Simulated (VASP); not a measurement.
# Hf2Al3B (Pmmm) in VASP: single point with PBE

Aim: the single point of Hf2Al3B with PBE.

Everything below comes from runs of VASP 6.6.1. Logs are shortened: lines on timing, memory, paths and dates and some standing lists are left out, and cuts for length are marked.

## 1. The cell of the first run

Symmetry: Pmmm, No. 47, orthorhombic system. The conventional cell has a = 4.370 Å, b = 4.928 Å, c = 6.323 Å, α = 90.00°, β = 90.00°, γ = 90.00°. Within 2.9 Å of Hf (site symmetry mmm) lie 2 B at 2.19 Å and 2 Al at 2.46 Å. Hf (site symmetry mmm) has 10 Al at 3.16 to 3.50 Å and 4 Hf at 4.01 Å within 4.2 Å. Al (site symmetry mm2) has 1 B at 1.99 Å and 1 Al at 2.35 Å within 2.6 Å. Within 3.3 Å of Al (site symmetry mmm) lie 4 Hf at 2.46 to 3.16 Å and 4 B at 3.29 Å. B (site symmetry mmm) has 2 Al at 1.99 Å and 2 Hf at 2.19 Å within 2.6 Å.

## 2. Single point, PBE

Input file INCAR:

```
SYSTEM = Hf2Al3B
PREC     = Accurate       ! precision mode
ENCUT    = 520            ! plane-wave cutoff, eV
EDIFF    = 1E-7           ! SCF threshold, eV
ISMEAR   = 0              ! smearing method
SIGMA    = 0.1            ! smearing width, eV
LREAL    = .FALSE.        ! projectors in reciprocal space
LASPH    = .TRUE.         ! aspherical terms in the spheres
NELM     = 60             ! most SCF steps
ALGO     = Fast           ! electronic algorithm
ISIF     = 2              ! what is computed and relaxed
LWAVE    = .FALSE.        ! write WAVECAR
LCHARG   = .TRUE.         ! write CHGCAR
GGA      = PE             ! functional
LELF     = .TRUE.         ! ELF
LVHAR    = .TRUE.       
NBANDS   = 25             ! bands
```

Input file KPOINTS:

```
Automatic mesh
0
G
  8 8 6
  0 0 0
```

Input file POSCAR:

```
Hf2Al3B
1.0
    4.3703119606      0.0000000000      0.0000000000
    0.0000000000      4.9276396527      0.0000000000
    0.0000000000      0.0000000000      6.3225364584
Hf Al B
2 3 1
Direct
    0.5000000000      0.5000000000      0.5000000000
    0.5000000000      0.0000000000      0.0000000000
    0.0000000000      0.5000000000      0.1857354364
    0.0000000000      0.5000000000      0.8142645636
    0.5000000000      0.0000000000      0.5000000000
    0.0000000000      0.5000000000      0.5000000000
```

Potentials or basis: VASP PAW PBE potentials, release 64 (Hf_pv, Al, B).

Run with:

```console
cat potpaw_PBE.64/Hf_pv/POTCAR potpaw_PBE.64/Al/POTCAR potpaw_PBE.64/B/POTCAR > POTCAR
mpirun -np 1 vasp_std > vasp.out
```

OUTCAR:

```text
SYSTEM = Hf2Al3B
   PREC = Accurate
   ENCUT = 520
   EDIFF = 1E-7
   ISMEAR = 0
   LREAL = .FALSE.
   LASPH = .TRUE.
   NELM = 60
   ISIF = 2
   GGA = PE

 ion  position               nearest neighbor table
   1  0.500  0.500  0.500-   6 2.19   6 2.19   5 2.46   5 2.46   3 2.95   3 2.95   4 2.95   4 2.95

   2  0.500  0.000  0.000-   5 3.16   5 3.16   3 3.50   4 3.50   3 3.50   4 3.50   3 3.50   4 3.50
                             3 3.50   4 3.50
   3  0.000  0.500  0.186-   6 1.99   4 2.35   1 2.95   1 2.95   2 3.50   2 3.50   2 3.50   2 3.50

   4  0.000  0.500  0.814-   6 1.99   3 2.35   1 2.95   1 2.95   2 3.50   2 3.50   2 3.50   2 3.50

   5  0.500  0.000  0.500-   1 2.46   1 2.46   2 3.16   2 3.16
   6  0.000  0.500  0.500-   3 1.99   4 1.99   1 2.19   1 2.19

  LATTYP: Found a simple orthorhombic cell.
 ALAT       =     4.3703119606
 B/A-ratio  =     1.1275258373
 C/A-ratio  =     1.4467014061

  Lattice vectors:

 A1 = (   4.3703119606,   0.0000000000,   0.0000000000)
 A2 = (   0.0000000000,   4.9276396527,   0.0000000000)
 A3 = (   0.0000000000,   0.0000000000,   6.3225364584)

Analysis of symmetry for initial positions (statically):
=====================================================================
 Subroutine PRICEL returns:
 Original cell was already a primitive cell.

 Routine SETGRP: Setting up the symmetry group for a
 simple orthorhombic supercell.

 Subroutine GETGRP returns: Found  8 space group operations
 (whereof  8 operations were pure point group operations)
 out of a pool of  8 trial point group operations.

The static configuration has the point symmetry D_2h.

Analysis of symmetry for dynamics (positions and initial velocities):
=====================================================================
 Subroutine PRICEL returns:
 Original cell was already a primitive cell.

 Routine SETGRP: Setting up the symmetry group for a
 simple orthorhombic supercell.

 Subroutine GETGRP returns: Found  8 space group operations
 (whereof  8 operations were pure point group operations)
 out of a pool of  8 trial point group operations.

The dynamic configuration has the point symmetry D_2h.

 Subroutine INISYM returns: Found  8 space group operations
 (whereof  8 operations are pure point group operations),
 and found     1 'primitive' translations

----------------------------------------------------------------------------------------

                                     Primitive cell

  volume of cell :     136.1579

  direct lattice vectors                    reciprocal lattice vectors
     4.370311961  0.000000000  0.000000000     0.228816617  0.000000000  0.000000000
     0.000000000  4.927639653  0.000000000     0.000000000  0.202936917  0.000000000
     0.000000000  0.000000000  6.322536458     0.000000000  0.000000000  0.158164371

  length of vectors
     4.370311961  4.927639653  6.322536458     0.228816617  0.202936917  0.158164371

  position of ions in fractional coordinates (direct lattice)
     0.500000000  0.500000000  0.500000000
     0.500000000  0.000000000  0.000000000
     0.000000000  0.500000000  0.185735436
     0.000000000  0.500000000  0.814264564
     0.500000000  0.000000000  0.500000000
     0.000000000  0.500000000  0.500000000

  ion indices of the primitive-cell ions
   primitive index   ion index
                 1           1
                 2           2
                 3           3
                 4           4
                 5           5
                 6           6

----------------------------------------------------------------------------------------

 KPOINTS: Automatic mesh

Automatic generation of k-mesh.
 Grid dimensions read from file:
 generate k-points for:    8    8    6

 Generating k-lattice:

  Cartesian coordinates                     Fractional coordinates (reciprocal lattice)
     0.028602077  0.000000000  0.000000000     0.125000000  0.000000000  0.000000000
     0.000000000  0.025367115  0.000000000     0.000000000  0.125000000  0.000000000
     0.000000000  0.000000000  0.026360728     0.000000000  0.000000000  0.166666667

  Length of vectors
     0.028602077  0.025367115  0.026360728

  Shift w.r.t. Gamma in fractional coordinates (k-lattice)
     0.000000000  0.000000000  0.000000000

 Subroutine IBZKPT returns following result:
 ===========================================

 Found    100 irreducible k-points:

 Following reciprocal coordinates:
            Coordinates               Weight
  0.000000  0.000000  0.000000      1.000000
  0.125000  0.000000  0.000000      2.000000
  0.250000  0.000000  0.000000      2.000000
  0.375000  0.000000  0.000000      2.000000
  0.500000  0.000000  0.000000      1.000000
  0.000000  0.125000  0.000000      2.000000
[... 16 lines left out ...]
  0.250000  0.500000  0.000000      2.000000
  0.375000  0.500000  0.000000      2.000000
 [... further k-points ...]
   k-points           NKPTS =    100   k-points in BZ     NKDIM =    100   number of bands    NBANDS=     25
   number of dos      NEDOS =    301   number of ions     NIONS =      6
   total plane-waves  NPLWV =  69120
   dimension x,y,z NGX =    36 NGY =   40 NGZ =   48
   dimension x,y,z NGXF=    72 NGYF=   80 NGZF=   96
   ions per type =               2   3   1
   NGX,Y,Z   is equivalent  to a cutoff of  13.69, 13.49, 12.62 a.u.
   NGXF,Y,Z  is equivalent  to a cutoff of  27.39, 26.99, 25.24 a.u.
 SYSTEM =  Hf2Al3B
   PREC   = accura    normal or accurate (medium, high low for compatibility)
   ISTART =      0    job   : 0-new  1-cont  2-samecut
   ICHARG =      2    charge: 1-file 2-atom 10-const
   ISPIN  =      1    spin polarized calculation?
   LNONCOLLINEAR =      F non collinear calculations
   LSORBIT =      F    spin-orbit coupling
   LASPH  =      T    aspherical Exc in radial PAW
   ENCUT  =  520.0 eV  38.22 Ry    6.18 a.u.   8.13  9.16 11.76*2*pi/ulx,y,z
   NELM   =     60;   NELMIN=  2; NELMDL= -5     # of ELM steps
   EDIFF  = 0.1E-06   stopping-criterion for ELM
   LREAL  =      F    real-space projection
   EDIFFG = 0.1E-05   stopping-criterion for IOM
   NSW    =      0    number of steps for IOM
   IBRION =     -1    ionic relax: 0-MD 1-quasi-New 2-CG
   NFREE  =      0    steps in history (QN), initial steepest desc. (CG)
   ISIF   =      2    stress and relaxation
   ISYM   =      2    0-nonsym 1-usesym 2-fastsym
   POTIM  = 0.5000    time-step for ionic-motion
   TEBEG  =    0.0;   TEEND  =   0.0 temperature during run
   PSTRESS=    0.0 pullay stress
   NELECT =      32.0000    total number of electrons
   NUPDOWN=      -1.0000    fix difference up-down
   EMIN   =  10.00;   EMAX   =-10.00  energy-range for DOS
   EFERMI =   0.00;   METHOD = LEGACY
   ISMEAR =     0;   SIGMA  =   0.10  broadening in eV -4-tet -1-fermi 0-gaus
   EFERMI_NEDOS =   21; number of points for ismear=-14 and -15
   IALGO  =     68    algorithm
   IMIX   =      4    mixing-type and parameters
     AMIX     =   0.40;   BMIX     =  1.00
     AMIX_MAG =   1.60;   BMIX_MAG =  1.00
  volume/ion in A,a.u.               =      22.69       153.14
  Fermi-wavevector in a.u.,A,eV,Ry     =   1.010285  1.909162 13.887138  1.020676
  Thomas-Fermi vector in A             =   2.143265
   LORBIT       =      0    0 simple, 1 ext, 2 COOP (PROOUT), +10 PAW based schemes
   GGA     = PE    functional components
   LHFCALC =     F    Hartree Fock is set to
   AEXX    =    0.0000 exact exchange contribution
   IVDW    =     0    specifies the selected vdW correction
   LEPSILON=     F    determine dielectric tensor
   LRPA    =     F    only Hartree local field effects (RPA)
 non-spin polarized calculation
 RMM-DIIS sequential band-by-band and
 Gauss-broadening in eV      SIGMA  =   0.10
  energy-cutoff  :      520.00
  volume of cell :      136.16
 maximum number of plane-waves:      3704
 NGX is ok and might be reduce to    36
   NGX = 17   NGY = 19   NGZ = 23

 number of electron      32.0000001 magnetization

 Free energy of the ion-electron system (eV)
  ---------------------------------------------------
  ext. energy  EPLUGINS =         0.00000000
  ---------------------------------------------------
  free energy    TOTEN  =       -32.81220401 eV

  energy without entropy =      -32.79219863  energy(sigma->0) =      -32.80220132

 E-fermi :   3.5359     XC(G=0):  -9.3992

 val. band max:        3.5272165215   @ k =   0.1250   0.1250   0.5000
 cond. band min:       3.5372880624   @ k =   0.3750   0.5000   0.0000
 fundamental gap:      0.0100715409
 Fermi energy:         3.5358910363

 k-point     1 :       0.0000    0.0000    0.0000
  band No.  band energies     occupation
      1     -28.4975      2.00000
      2     -28.4089      2.00000
      3     -28.3687      2.00000
      4     -26.3027      2.00000
      5     -26.2154      2.00000
      6     -26.1226      2.00000
[... 17 lines left out ...]
     24       7.5971      0.00000
     25       7.8507      0.00000

 k-point     2 :       0.1250    0.0000    0.0000
  band No.  band energies     occupation
      1     -28.4988      2.00000
      2     -28.4087      2.00000
      3     -28.3686      2.00000
      4     -26.3024      2.00000
      5     -26.2150      2.00000
      6     -26.1239      2.00000
[... 17 lines left out ...]
     24       6.7458      0.00000
     25       8.0000      0.00000

 k-point     3 :       0.2500    0.0000    0.0000
  band No.  band energies     occupation
      1     -28.5022      2.00000
      2     -28.4085      2.00000
      3     -28.3683      2.00000
      4     -26.3016      2.00000
      5     -26.2139      2.00000
      6     -26.1271      2.00000
[... 552 lines left out ...]
 k-point    23 :       0.2500    0.5000    0.0000
  band No.  band energies     occupation
      1     -28.5020      2.00000
      2     -28.4103      2.00000
      3     -28.3680      2.00000
      4     -26.3135      2.00000
      5     -26.2141      2.00000
      6     -26.1270      2.00000
[... 17 lines left out ...]
     24       7.4507      0.00000
     25       8.2486      0.00000

 k-point    24 :       0.3750    0.5000    0.0000
  band No.  band energies     occupation
      1     -28.5053      2.00000
      2     -28.4100      2.00000
      3     -28.3678      2.00000
      4     -26.3126      2.00000
      5     -26.2130      2.00000
      6     -26.1301      2.00000
[... 17 lines left out ...]
     24       7.9465      0.00000
     25       8.1737      0.00000

 [... further k-points ...]
[... 5 lines left out ...]
  --------------------------------------------------------------------------------------
  -------------------------------------------------------------------------------------
  Total        0.2444159      0.1041187     -0.0913411     -0.0000000      0.0000000      0.0000000
  in kB        2.8760558      1.2251709     -1.0748158     -0.0000000      0.0000000      0.0000000
  external PRESSURE =       1.0088037 kB  Pullay stress =       0.0000000 kB

 VOLUME and BASIS-vectors are now :
 -----------------------------------------------------------------------------
  energy-cutoff  :      520.00
  volume of cell :      136.16
      direct lattice vectors                 reciprocal lattice vectors
     4.370311961  0.000000000  0.000000000     0.228816617  0.000000000  0.000000000
     0.000000000  4.927639653  0.000000000     0.000000000  0.202936917  0.000000000
     0.000000000  0.000000000  6.322536458     0.000000000  0.000000000  0.158164371

 POSITION                                       TOTAL-FORCE (eV/Angst)
 -----------------------------------------------------------------------------------
      2.18516      2.46382      3.16127        -0.000000      0.000000      0.000000
      2.18516      0.00000      0.00000        -0.000000      0.000000      0.000000
      0.00000      2.46382      1.17432        -0.000000     -0.000000     -0.004926
      0.00000      2.46382      5.14822         0.000000      0.000000      0.004926
      2.18516      0.00000      3.16127        -0.000000      0.000000      0.000000
      0.00000      2.46382      3.16127        -0.000000      0.000000      0.000000
 -----------------------------------------------------------------------------------
    total drift:                                0.000000      0.000000     -0.000000

  FREE ENERGIE OF THE ION-ELECTRON SYSTEM (eV)
  ---------------------------------------------------
  free  energy   TOTEN  =       -32.8122040134 eV

  energy  without entropy=      -32.7921986294  energy(sigma->0) =      -32.80220132
```

Wall time 8.4 min (1 thread of Intel Xeon 6975P-C, shared host); peak memory 0.48 GiB.

What came out:

| Item | Value |
| --- | --- |
| Free energy | -32.8122 eV |
| Pressure | 0.1 GPa |
| Largest force | 0.005 eV/Å |
| Band gap on the k mesh | zero (band 16 reaches 4.19 eV, above the bottom of band 17 at 2.92 eV) |

Forces in eV/Å, atoms in the order of the input:
```
Hf   0.000  0.000  0.000
Hf   0.000  0.000  0.000
Al   0.000  0.000 -0.005
Al   0.000  0.000  0.005
Al   0.000  0.000  0.000
B    0.000  0.000  0.000
```

Caveat: spin-orbit coupling is left out, which moves the levels of the heavy elements.
